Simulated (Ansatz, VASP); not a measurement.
## Tl: VASP beside Ansatz

```xyz
1
Lattice="3.0881 0.0000 0.0000 0.0000 3.0881 0.0000 0.0000 0.0000 3.0881" Properties=species:S:1:pos:R:3 pbc="T T T"
Tl    0.0000    0.0000    0.0000
```

Alike in both runs: functional LDA; k mesh 13 × 13 × 13; occupations fermi-dirac, width 0.05 eV; no spin polarisation.

Ansatz relaxed the structure, and its values are those at the end. VASP's run is a single point on that final structure, the one shown.

|  | VASP | Ansatz |
| --- | --- | --- |
| version | VASP 6.6.1 | Ansatz 0.2.0 |
| potentials or method | VASP PAW LDA potentials, release 64 (Tl_d) | PAW with Ansatz's default frozen-core files, scalar-relativistic |
| plane-wave cutoff (eV) | 520 | 420 |
| valence electrons in the cell | 13 | 13 |

Ansatz gave:

| Property | Result |
| --- | --- |
| pressure (GPa) | 0.0 |

Which values does VASP return?

Pressure (GPa): 0.1.

LDA's correlation is that of Perdew and Zunger in VASP and of Perdew and Wang (1992) in Ansatz.

Neither program's run includes spin-orbit coupling.
